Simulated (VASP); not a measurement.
# InSb (Cmcm) in VASP: further runs, part 2 of 3

VASP 6.6.1. Earlier steps stand in the parts before.

**3. Single point, PBE**

The input, INCAR:

```
SYSTEM = InSb
ALGO = Normal
EDIFF = 1E-6
ENCUT = 520
GGA = PE
ISIF = 2
ISMEAR = 1
LASPH = .True.
LCHARG = .True.
LELF = .True.
LREAL = .False.
LVHAR = .True.
LWAVE = .False.
NBANDS = 26
NELM = 100
PREC = Accurate
SIGMA = 0.1
```

The input, KPOINTS:

```
k-points
0
Gamma
  10 10 8
  0 0 0
```

The input, POSCAR:

```
InSb
1.0
    3.0633140000     -3.0813730000      0.0000000000
    3.0633140000      3.0813730000      0.0000000000
    0.0000000000      0.0000000000      6.1268940000
In Sb
2 2
Direct
    0.2794110000      0.7205890000      0.2500000000
    0.7205890000      0.2794110000      0.7500000000
    0.7772050000      0.2227950000      0.2500000000
    0.2227950000      0.7772050000      0.7500000000
```

Potentials or basis: VASP PAW PBE potentials, release 64 (In_d, Sb).

On the command line:

```console
> cat potpaw_PBE.64/In_d/POTCAR potpaw_PBE.64/Sb/POTCAR > POTCAR
> mpirun -np 1 vasp_std > vasp.out
```

OUTCAR:

```text
SYSTEM = InSb
   EDIFF = 1E-6
   ENCUT = 520
   GGA = PE
   ISIF = 2
   ISMEAR = 1
   LASPH = .True.
   LREAL = .False.
   NELM = 100
   PREC = Accurate

 ion  position               nearest neighbor table
   1  0.279  0.721  0.250-   3 3.06   3 3.06   3 3.07   4 3.08   4 3.08   3 3.09
   2  0.721  0.279  0.750-   4 3.06   4 3.06   4 3.07   3 3.08   3 3.08   4 3.09
   3  0.777  0.223  0.250-   1 3.06   1 3.06   1 3.07   2 3.08   2 3.08   1 3.09
   4  0.223  0.777  0.750-   2 3.06   2 3.06   2 3.07   1 3.08   1 3.08   2 3.09

  LATTYP: Found a base centered orthorhombic cell.
 ALAT       =     6.1266280000
 B/A-ratio  =     1.0058952494
 C/A-ratio  =     1.0000434170

  Lattice vectors:

 A1 = (   3.0633140000,  -3.0813730000,   0.0000000000)
 A2 = (   3.0633140000,   3.0813730000,   0.0000000000)
 A3 = (   0.0000000000,   0.0000000000,   6.1268940000)

Analysis of symmetry for initial positions (statically):
=====================================================================
 Subroutine PRICEL returns:
 Original cell was already a primitive cell.

 Routine SETGRP: Setting up the symmetry group for a
 base centered orthorhombic supercell.

 Subroutine GETGRP returns: Found  8 space group operations
 (whereof  4 operations were pure point group operations)
 out of a pool of  8 trial point group operations.

The static configuration has the point symmetry C_2h.
 The point group associated with its full space group is D_2h.

Analysis of symmetry for dynamics (positions and initial velocities):
=====================================================================
 Subroutine PRICEL returns:
 Original cell was already a primitive cell.

 Routine SETGRP: Setting up the symmetry group for a
 base centered orthorhombic supercell.

 Subroutine GETGRP returns: Found  8 space group operations
 (whereof  4 operations were pure point group operations)
 out of a pool of  8 trial point group operations.

The dynamic configuration has the point symmetry C_2h.
 The point group associated with its full space group is D_2h.

 Subroutine INISYM returns: Found  8 space group operations
 (whereof  4 operations are pure point group operations),
 and found     1 'primitive' translations

----------------------------------------------------------------------------------------

                                     Primitive cell

  volume of cell :     115.6661

  direct lattice vectors                    reciprocal lattice vectors
     3.063314000 -3.081373000  0.000000000     0.163221922 -0.162265328  0.000000000
     3.063314000  3.081373000  0.000000000     0.163221922  0.162265328  0.000000000
     0.000000000  0.000000000  6.126894000     0.000000000  0.000000000  0.163214836

  length of vectors
     4.344968611  4.344968611  6.126894000     0.230155236  0.230155236  0.163214836

  position of ions in fractional coordinates (direct lattice)
     0.279411000  0.720589000  0.250000000
     0.720589000  0.279411000  0.750000000
     0.777205000  0.222795000  0.250000000
     0.222795000  0.777205000  0.750000000

  ion indices of the primitive-cell ions
   primitive index   ion index
                 1           1
                 2           2
                 3           3
                 4           4

----------------------------------------------------------------------------------------

 KPOINTS: k-points

Automatic generation of k-mesh.
 Grid dimensions read from file:
 generate k-points for:   10   10    8

 Generating k-lattice:

  Cartesian coordinates                     Fractional coordinates (reciprocal lattice)
     0.016322192 -0.016226533  0.000000000     0.100000000 -0.000000000  0.000000000
     0.016322192  0.016226533  0.000000000    -0.000000000  0.100000000  0.000000000
     0.000000000  0.000000000  0.020401855     0.000000000  0.000000000  0.125000000

  Length of vectors
     0.023015524  0.023015524  0.020401855

  Shift w.r.t. Gamma in fractional coordinates (k-lattice)
     0.000000000  0.000000000  0.000000000

 Subroutine IBZKPT returns following result:
 ===========================================

 Found    155 irreducible k-points:

 Following reciprocal coordinates:
            Coordinates               Weight
  0.000000  0.000000  0.000000      1.000000
  0.100000 -0.000000  0.000000      4.000000
  0.200000 -0.000000  0.000000      4.000000
  0.300000  0.000000  0.000000      4.000000
  0.400000 -0.000000  0.000000      4.000000
  0.500000 -0.000000  0.000000      2.000000
[... 16 lines left out ...]
  0.300000  0.300000  0.000000      2.000000
  0.400000  0.300000  0.000000      4.000000
 [... further k-points ...]
   k-points           NKPTS =    155   k-points in BZ     NKDIM =    155   number of bands    NBANDS=     26
   number of dos      NEDOS =    301   number of ions     NIONS =      4
   total plane-waves  NPLWV =  49152
   dimension x,y,z NGX =    32 NGY =   32 NGZ =   48
   dimension x,y,z NGXF=    64 NGYF=   64 NGZF=   96
   ions per type =               2   2
   NGX,Y,Z   is equivalent  to a cutoff of  12.24, 12.24, 13.02 a.u.
   NGXF,Y,Z  is equivalent  to a cutoff of  24.49, 24.49, 26.05 a.u.
 SYSTEM =  InSb
   PREC   = accura    normal or accurate (medium, high low for compatibility)
   ISTART =      0    job   : 0-new  1-cont  2-samecut
   ICHARG =      2    charge: 1-file 2-atom 10-const
   ISPIN  =      1    spin polarized calculation?
   LNONCOLLINEAR =      F non collinear calculations
   LSORBIT =      F    spin-orbit coupling
   LASPH  =      T    aspherical Exc in radial PAW
   ENCUT  =  520.0 eV  38.22 Ry    6.18 a.u.   8.08  8.08 11.39*2*pi/ulx,y,z
   NELM   =    100;   NELMIN=  2; NELMDL= -5     # of ELM steps
   EDIFF  = 0.1E-05   stopping-criterion for ELM
   LREAL  =      F    real-space projection
   EDIFFG = 0.1E-04   stopping-criterion for IOM
   NSW    =      0    number of steps for IOM
   IBRION =     -1    ionic relax: 0-MD 1-quasi-New 2-CG
   NFREE  =      0    steps in history (QN), initial steepest desc. (CG)
   ISIF   =      2    stress and relaxation
   ISYM   =      2    0-nonsym 1-usesym 2-fastsym
   POTIM  = 0.5000    time-step for ionic-motion
   TEBEG  =    0.0;   TEEND  =   0.0 temperature during run
   PSTRESS=    0.0 pullay stress
   NELECT =      36.0000    total number of electrons
   NUPDOWN=      -1.0000    fix difference up-down
   EMIN   =  10.00;   EMAX   =-10.00  energy-range for DOS
   EFERMI =   0.00;   METHOD = LEGACY
   ISMEAR =     1;   SIGMA  =   0.10  broadening in eV -4-tet -1-fermi 0-gaus
   EFERMI_NEDOS =   21; number of points for ismear=-14 and -15
   IALGO  =     38    algorithm
   IMIX   =      4    mixing-type and parameters
     AMIX     =   0.40;   BMIX     =  1.00
     AMIX_MAG =   1.60;   BMIX_MAG =  1.00
  volume/ion in A,a.u.               =      28.92       195.14
  Fermi-wavevector in a.u.,A,eV,Ry     =   1.109448  2.096553 16.747069  1.230875
  Thomas-Fermi vector in A             =   2.245988
   LORBIT       =      0    0 simple, 1 ext, 2 COOP (PROOUT), +10 PAW based schemes
   GGA     = PE    functional components
   LHFCALC =     F    Hartree Fock is set to
   AEXX    =    0.0000 exact exchange contribution
   IVDW    =     0    specifies the selected vdW correction
   LEPSILON=     F    determine dielectric tensor
   LRPA    =     F    only Hartree local field effects (RPA)
 non-spin polarized calculation
 Methfessel and Paxton  Order N= 1 SIGMA  =   0.10
  energy-cutoff  :      520.00
  volume of cell :      115.67
 maximum number of plane-waves:      3156
   NGX = 17   NGY = 17   NGZ = 23

 number of electron      35.9999988 magnetization

 Free energy of the ion-electron system (eV)
  ---------------------------------------------------
  ext. energy  EPLUGINS =         0.00000000
  ---------------------------------------------------
  free energy    TOTEN  =       -13.31643386 eV

  energy without entropy =      -13.31566381  energy(sigma->0) =      -13.31617718

 E-fermi :   6.6446     XC(G=0):  -9.7321

 val. band max:        6.6415066732   @ k =  -0.3000   0.2000   0.5000
 cond. band min:       6.6508351502   @ k =  -0.3000   0.2000   0.3750
 fundamental gap:      0.0093284770
 Fermi energy:         6.6445524105

 k-point     1 :       0.0000    0.0000    0.0000
  band No.  band energies     occupation
      1      -7.9003      2.00000
      2      -7.7789      2.00000
      3      -7.7750      2.00000
      4      -7.7671      2.00000
      5      -7.7593      2.00000
      6      -7.7563      2.00000
[... 18 lines left out ...]
     25      12.7305      0.00000
     26      12.7823      0.00000
[... 644 lines left out ...]
      4      -7.7705      2.00000
      5      -7.7642      2.00000
      6      -7.7560      2.00000
[... 18 lines left out ...]
     25      14.1082      0.00000
     26      14.2412      0.00000

 [... further k-points ...]
[... 5 lines left out ...]
  --------------------------------------------------------------------------------------
  -------------------------------------------------------------------------------------
  Total        0.1244545      0.1254033     -0.1390957      0.0000000     -0.0000000      0.0000000
  in kB        1.7239117      1.7370537     -1.9267179      0.0000000     -0.0000000      0.0000000
  external PRESSURE =       0.5114158 kB  Pullay stress =       0.0000000 kB

 VOLUME and BASIS-vectors are now :
 -----------------------------------------------------------------------------
  energy-cutoff  :      520.00
  volume of cell :      115.67
      direct lattice vectors                 reciprocal lattice vectors
     3.063314000 -3.081373000  0.000000000     0.163221922 -0.162265328  0.000000000
     3.063314000  3.081373000  0.000000000     0.163221922  0.162265328  0.000000000
     0.000000000  0.000000000  6.126894000     0.000000000  0.000000000  0.163214836

 POSITION                                       TOTAL-FORCE (eV/Angst)
 -----------------------------------------------------------------------------------
      3.06331      1.35943      1.53172         0.000000     -0.003523     -0.000000
      3.06331     -1.35943      4.59517         0.000000      0.003523      0.000000
      3.06331     -1.70834      1.53172         0.000000      0.001691      0.000000
      3.06331      1.70834      4.59517         0.000000     -0.001691      0.000000
 -----------------------------------------------------------------------------------
    total drift:                               -0.000000     -0.000000     -0.000000

  FREE ENERGIE OF THE ION-ELECTRON SYSTEM (eV)
  ---------------------------------------------------
  free  energy   TOTEN  =       -13.3164338569 eV

  energy  without entropy=      -13.3156638117  energy(sigma->0) =      -13.31617718
```

OSZICAR:

```text
N       E                     dE             d eps       ncg     rms          rms(c)
DAV:   1     0.285718544980E+03    0.28572E+03   -0.15943E+04  8060   0.148E+03
DAV:   2     0.108158125109E+02   -0.27490E+03   -0.26835E+03  8382   0.361E+02
DAV:   3    -0.125643419550E+02   -0.23380E+02   -0.22961E+02 10236   0.119E+02
DAV:   4    -0.133783174101E+02   -0.81398E+00   -0.81048E+00  9498   0.240E+01
DAV:   5    -0.134196307147E+02   -0.41313E-01   -0.41308E-01 12922   0.507E+00    0.458E+00
DAV:   6    -0.133166276102E+02    0.10300E+00   -0.24920E-01 11042   0.639E+00    0.249E+00
DAV:   7    -0.133164045045E+02    0.22311E-03   -0.76997E-02 11272   0.237E+00    0.640E-01
DAV:   8    -0.133161628464E+02    0.24166E-03   -0.83896E-03  9978   0.101E+00    0.236E-01
DAV:   9    -0.133164177121E+02   -0.25487E-03   -0.80309E-04 11578   0.240E-01    0.712E-02
DAV:  10    -0.133164247083E+02   -0.69962E-05   -0.41722E-05 11898   0.618E-02    0.321E-02
DAV:  11    -0.133164335236E+02   -0.88153E-05   -0.12078E-05  7488   0.253E-02    0.152E-02
DAV:  12    -0.133164338569E+02   -0.33331E-06   -0.41746E-07  5706   0.569E-03
   1 F= -.13316434E+02 E0= -.13316177E+02  d E =-.770045E-03
```

stdout:

```text
POSCAR found type information on POSCAR InSb
 POSCAR found :  2 types and       4 ions
 scaLAPACK will be used
 LDA part: xc-table for (Slater+PW92), standard interpolation
 POSCAR, INCAR and KPOINTS ok, starting setup
 FFT: planning ... GRIDC
 FFT: planning ... GRID_SOFT
 FFT: planning ... GRID
 WAVECAR not read
 entering main loop
```

Wall time 8 min (1 thread of Intel Xeon 8259CL, shared host); peak memory 0.52 GiB.

Results:

```
Free energy            : -13.3164 eV
Pressure               : 0.1 GPa
Largest force          : 0.004 eV/Å
Band gap on the k mesh : zero (bands 18 and 19 overlap by 2.65 eV)
```

Forces in eV/Å, atoms in the order of the input:
```
In   0.000 -0.004  0.000
In   0.000  0.004  0.000
Sb   0.000  0.002  0.000
Sb   0.000 -0.002  0.000
```

Caveat: spin-orbit coupling is left out, which moves the levels of the heavy elements.

(Part 2 of 3 ends here.)

The gap in the log of VASP goes by the Fermi energy; the results here count the filled bands.